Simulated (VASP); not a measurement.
# CdPb2 (I4/mmm) in VASP: single point with PBE

Aim: the single point of CdPb2 with PBE.

All numbers are computed with VASP 6.6.1; they aren't measurements. Logs are shortened: lines on timing, memory, paths and dates and some standing lists are left out, and cuts for length are marked.

### 1 The cell of the first run

Symmetry: I4/mmm, No. 139, tetragonal system. The conventional cell has a = 4.067 Å, b = 4.067 Å, c = 9.977 Å, α = 90.00°, β = 90.00°, γ = 90.00°. Within 4.4 Å of Cd (site symmetry 4/mmm) lie 10 Pb at 3.31 to 3.34 Å and 4 Cd at 4.07 Å. Within 4.3 Å of Pb (site symmetry 4mm) lie 9 Pb at 3.29 to 4.07 Å and 5 Cd at 3.31 to 3.34 Å.

### 2 Single point, PBE

File INCAR:

```
  PREC = Accurate
  ENCUT = 520
  EDIFF = 1E-6
  ISMEAR = 0
  SIGMA = 0.1
  LREAL = False
  LASPH = True
  NELM = 100
  ALGO = Fast
  ISIF = 2
  LWAVE = False
  LCHARG = False
  GGA = PE
  NBANDS = 27
```

File KPOINTS:

```
regular mesh
0
Gamma
  6 6 6
```

File POSCAR:

```
CdPb2
1.0
   -2.0335771193      2.0335771193      4.9886188709
    2.0335771193     -2.0335771193      4.9886188709
    2.0335771193      2.0335771193     -4.9886188709
Cd Pb
1 2
Direct
    0.0000000000      0.0000000000      0.0000000000
    0.6650000000      0.6650000000      0.0000000000
    0.3350000000      0.3350000000      0.0000000000
```

Potentials or basis: VASP PAW PBE potentials, release 64 (Cd, Pb_d).

The run is started by

```sh
cat potpaw_PBE.64/Cd/POTCAR potpaw_PBE.64/Pb_d/POTCAR > POTCAR
mpirun -np 1 vasp_std > vasp.out
```

OUTCAR:

```text
PREC = Accurate
   ENCUT = 520
   EDIFF = 1E-6
   ISMEAR = 0
   LREAL = False
   LASPH = True
   NELM = 100
   ISIF = 2
   GGA = PE

 ion  position               nearest neighbor table
   1  0.000  0.000  0.000-   2 3.31   2 3.31   2 3.31   3 3.31   2 3.31   3 3.31   3 3.31   3 3.31
                             2 3.34   3 3.34
   2  0.665  0.665  0.000-   3 3.29   1 3.31   1 3.31   1 3.31   1 3.31   3 3.34   3 3.34   3 3.34
                             3 3.34   1 3.34
   3  0.335  0.335  0.000-   2 3.29   1 3.31   1 3.31   1 3.31   1 3.31   2 3.34   2 3.34   2 3.34
                             2 3.34   1 3.34

  LATTYP: Found a body centered tetragonal cell.
 ALAT       =     4.0671542386
 C/A-ratio  =     2.4531250001

  Lattice vectors:

 A1 = (  -2.0335771193,   2.0335771193,   4.9886188709)
 A2 = (   2.0335771193,  -2.0335771193,   4.9886188709)
 A3 = (   2.0335771193,   2.0335771193,  -4.9886188709)

Analysis of symmetry for initial positions (statically):
=====================================================================
 Subroutine PRICEL returns:
 Original cell was already a primitive cell.

 Routine SETGRP: Setting up the symmetry group for a
 body centered tetragonal supercell.

 Subroutine GETGRP returns: Found 16 space group operations
 (whereof 16 operations were pure point group operations)
 out of a pool of 16 trial point group operations.

The static configuration has the point symmetry D_4h.

Analysis of symmetry for dynamics (positions and initial velocities):
=====================================================================
 Subroutine PRICEL returns:
 Original cell was already a primitive cell.

 Routine SETGRP: Setting up the symmetry group for a
 body centered tetragonal supercell.

 Subroutine GETGRP returns: Found 16 space group operations
 (whereof 16 operations were pure point group operations)
 out of a pool of 16 trial point group operations.

The dynamic configuration has the point symmetry D_4h.

 Subroutine INISYM returns: Found 16 space group operations
 (whereof 16 operations are pure point group operations),
 and found     1 'primitive' translations

----------------------------------------------------------------------------------------

                                     Primitive cell

  volume of cell :      82.5205

  direct lattice vectors                    reciprocal lattice vectors
    -2.033577119  2.033577119  4.988618871     0.000000000  0.245872161  0.100228142
     2.033577119 -2.033577119  4.988618871     0.245872161  0.000000000  0.100228142
     2.033577119  2.033577119 -4.988618871     0.245872161  0.245872161  0.000000000

  length of vectors
     5.758228029  5.758228029  5.758228029     0.265516101  0.265516101  0.347715744

  position of ions in fractional coordinates (direct lattice)
     0.000000000  0.000000000  0.000000000
     0.665000000  0.665000000  0.000000000
     0.335000000  0.335000000  0.000000000

  ion indices of the primitive-cell ions
   primitive index   ion index
                 1           1
                 2           2
                 3           3

----------------------------------------------------------------------------------------

 KPOINTS: regular mesh

Automatic generation of k-mesh.
 Grid dimensions read from file:
 generate k-points for:    6    6    6

 Generating k-lattice:

  Cartesian coordinates                     Fractional coordinates (reciprocal lattice)
     0.000000000  0.040978693  0.016704690     0.166666667  0.000000000 -0.000000000
     0.040978693  0.000000000  0.016704690     0.000000000  0.166666667 -0.000000000
     0.040978693  0.040978693  0.000000000     0.000000000  0.000000000  0.166666667

  Length of vectors
     0.044252683  0.044252683  0.057952624

  Shift w.r.t. Gamma in fractional coordinates (k-lattice)
     0.000000000  0.000000000  0.000000000

 Subroutine IBZKPT returns following result:
 ===========================================

 Found     30 irreducible k-points:

 Following reciprocal coordinates:
            Coordinates               Weight
  0.000000  0.000000  0.000000      1.000000
  0.166667  0.000000 -0.000000      8.000000
  0.333333  0.000000  0.000000      8.000000
  0.500000  0.000000  0.000000      4.000000
  0.166667  0.166667  0.000000      8.000000
  0.333333  0.166667  0.000000     16.000000
[... 16 lines left out ...]
 -0.333333 -0.333333  0.166667      8.000000
 -0.166667 -0.333333  0.166667      8.000000
 [... further k-points ...]
   k-points           NKPTS =     30   k-points in BZ     NKDIM =     30   number of bands    NBANDS=     27
   number of dos      NEDOS =    301   number of ions     NIONS =      3
   total plane-waves  NPLWV = 110592
   dimension x,y,z NGX =    48 NGY =   48 NGZ =   48
   dimension x,y,z NGXF=    96 NGYF=   96 NGZF=   96
   ions per type =               1   2
   NGX,Y,Z   is equivalent  to a cutoff of  13.86, 13.86, 13.86 a.u.
   NGXF,Y,Z  is equivalent  to a cutoff of  27.72, 27.72, 27.72 a.u.
 SYSTEM =  unknown system
   PREC   = accura    normal or accurate (medium, high low for compatibility)
   ISTART =      0    job   : 0-new  1-cont  2-samecut
   ICHARG =      2    charge: 1-file 2-atom 10-const
   ISPIN  =      1    spin polarized calculation?
   LNONCOLLINEAR =      F non collinear calculations
   LSORBIT =      F    spin-orbit coupling
   LASPH  =      T    aspherical Exc in radial PAW
   ENCUT  =  520.0 eV  38.22 Ry    6.18 a.u.  10.71 10.71 10.71*2*pi/ulx,y,z
   NELM   =    100;   NELMIN=  2; NELMDL= -5     # of ELM steps
   EDIFF  = 0.1E-05   stopping-criterion for ELM
   LREAL  =      F    real-space projection
   EDIFFG = 0.1E-04   stopping-criterion for IOM
   NSW    =      0    number of steps for IOM
   IBRION =     -1    ionic relax: 0-MD 1-quasi-New 2-CG
   NFREE  =      0    steps in history (QN), initial steepest desc. (CG)
   ISIF   =      2    stress and relaxation
   ISYM   =      2    0-nonsym 1-usesym 2-fastsym
   POTIM  = 0.5000    time-step for ionic-motion
   TEBEG  =    0.0;   TEEND  =   0.0 temperature during run
   PSTRESS=    0.0 pullay stress
   NELECT =      40.0000    total number of electrons
   NUPDOWN=      -1.0000    fix difference up-down
   EMIN   =  10.00;   EMAX   =-10.00  energy-range for DOS
   EFERMI =   0.00;   METHOD = LEGACY
   ISMEAR =     0;   SIGMA  =   0.10  broadening in eV -4-tet -1-fermi 0-gaus
   EFERMI_NEDOS =   21; number of points for ismear=-14 and -15
   IALGO  =     68    algorithm
   IMIX   =      4    mixing-type and parameters
     AMIX     =   0.40;   BMIX     =  1.00
     AMIX_MAG =   1.60;   BMIX_MAG =  1.00
  volume/ion in A,a.u.               =      27.51       185.63
  Fermi-wavevector in a.u.,A,eV,Ry     =   1.286000  2.430188 22.501260  1.653796
  Thomas-Fermi vector in A             =   2.418101
   LORBIT       =      0    0 simple, 1 ext, 2 COOP (PROOUT), +10 PAW based schemes
   GGA     = PE    functional components
   LHFCALC =     F    Hartree Fock is set to
   AEXX    =    0.0000 exact exchange contribution
   IVDW    =     0    specifies the selected vdW correction
   LEPSILON=     F    determine dielectric tensor
   LRPA    =     F    only Hartree local field effects (RPA)
 non-spin polarized calculation
 RMM-DIIS sequential band-by-band and
 Gauss-broadening in eV      SIGMA  =   0.10
  energy-cutoff  :      520.00
  volume of cell :       82.52
 maximum number of plane-waves:      2251
 NGX is ok and might be reduce to    48
   NGX = 21   NGY = 21   NGZ = 21

 number of electron      40.0000001 magnetization

 Free energy of the ion-electron system (eV)
  ---------------------------------------------------
  ext. energy  EPLUGINS =         0.00000000
  ---------------------------------------------------
  free energy    TOTEN  =        -7.59138850 eV

  energy without entropy =       -7.58295195  energy(sigma->0) =       -7.58717022

 E-fermi :   6.1393     XC(G=0): -10.3845

 val. band max:        6.1301843148   @ k =   0.3333   0.0000   0.0000
 cond. band min:       6.1635578661   @ k =  -0.3333   0.1667   0.0000
 fundamental gap:      0.0333735513
 Fermi energy:         6.1392751835

 k-point     1 :       0.0000    0.0000    0.0000
  band No.  band energies     occupation
      1     -11.0263      2.00000
      2     -11.0242      2.00000
      3     -10.9600      2.00000
      4     -10.9342      2.00000
      5     -10.9342      2.00000
      6     -10.8935      2.00000
[... 19 lines left out ...]
     26      12.0399      0.00000
     27      14.6279      0.00000

 k-point     2 :       0.1667    0.0000   -0.0000
  band No.  band energies     occupation
      1     -11.0413      2.00000
      2     -11.0137      2.00000
      3     -10.9872      2.00000
      4     -10.9595      2.00000
      5     -10.9418      2.00000
      6     -10.8696      2.00000
[... 19 lines left out ...]
     26      12.9263      0.00000
     27      13.2484      0.00000

 k-point     3 :       0.3333    0.0000    0.0000
  band No.  band energies     occupation
      1     -11.0618      2.00000
      2     -11.0331      2.00000
      3     -11.0065      2.00000
      4     -11.0035      2.00000
      5     -10.9255      2.00000
      6     -10.8674      2.00000
[... 19 lines left out ...]
     26      11.5556      0.00000
     27      12.9386      0.00000

 k-point     4 :       0.5000    0.0000    0.0000
  band No.  band energies     occupation
      1     -11.0661      2.00000
      2     -11.0449      2.00000
      3     -11.0326      2.00000
      4     -11.0166      2.00000
      5     -10.9056      2.00000
      6     -10.8538      2.00000
[... 19 lines left out ...]
     26      11.4600      0.00000
     27      11.9429      0.00000
[... 516 lines left out ...]
      4     -10.9913      2.00000
      5     -10.9317      2.00000
      6     -10.8847      2.00000
[... 19 lines left out ...]
     26      12.1763      0.00000
     27      12.1817      0.00000

 k-point    23 :      -0.3333   -0.3333    0.1667
  band No.  band energies     occupation
      1     -11.0687      2.00000
      2     -11.0439      2.00000
      3     -11.0281      2.00000
      4     -10.9901      2.00000
      5     -10.9660      2.00000
      6     -10.8418      2.00000
[... 19 lines left out ...]
     26      12.5912      0.00000
     27      12.6144      0.00000

 k-point    24 :      -0.1667   -0.3333    0.1667
  band No.  band energies     occupation
      1     -11.0549      2.00000
      2     -11.0357      2.00000
      3     -11.0138      2.00000
      4     -10.9918      2.00000
      5     -10.9669      2.00000
      6     -10.8541      2.00000
[... 19 lines left out ...]
     26      12.6358      0.00000
     27      13.4528      0.00000

 [... further k-points ...]
[... 5 lines left out ...]
  --------------------------------------------------------------------------------------
  -------------------------------------------------------------------------------------
  Total        1.6675230      1.6675230      2.3784696      0.0000000      0.0000000      0.0000000
  in kB       32.3758221     32.3758221     46.1792181      0.0000000      0.0000000      0.0000000
  external PRESSURE =      36.9769541 kB  Pullay stress =       0.0000000 kB

 VOLUME and BASIS-vectors are now :
 -----------------------------------------------------------------------------
  energy-cutoff  :      520.00
  volume of cell :       82.52
      direct lattice vectors                 reciprocal lattice vectors
    -2.033577119  2.033577119  4.988618871     0.000000000  0.245872161  0.100228142
     2.033577119 -2.033577119  4.988618871     0.245872161  0.000000000  0.100228142
     2.033577119  2.033577119 -4.988618871     0.245872161  0.245872161  0.000000000

 POSITION                                       TOTAL-FORCE (eV/Angst)
 -----------------------------------------------------------------------------------
      0.00000      0.00000      0.00000        -0.000000     -0.000000      0.000000
      0.00000      0.00000      6.63486         0.000000      0.000000     -0.025863
      0.00000      0.00000      3.34237         0.000000      0.000000      0.025863
 -----------------------------------------------------------------------------------
    total drift:                               -0.000000     -0.000000      0.000000

  FREE ENERGIE OF THE ION-ELECTRON SYSTEM (eV)
  ---------------------------------------------------
  free  energy   TOTEN  =        -7.5913884975 eV

  energy  without entropy=       -7.5829519497  energy(sigma->0) =       -7.58717022
```

Wall time 66 s (1 thread of Intel Xeon 6975P-C (Granite Rapids), shared host); peak memory 0.34 GiB.

Results:

- Free energy: -7.5914 eV
- Pressure: 3.7 GPa
- Largest force: 0.026 eV/Å
- Band gap on the k mesh: zero (band 20 reaches 7.91 eV, above the bottom of band 21 at 4.70 eV)

Forces on the atoms (eV/Å):
```
Cd   0.000  0.000  0.000
Pb   0.000  0.000 -0.026
Pb   0.000  0.000  0.026
```

Caveat: the k points lie up to 0.36 Å⁻¹ apart; spin-orbit coupling is left out, which moves the levels of the heavy elements.
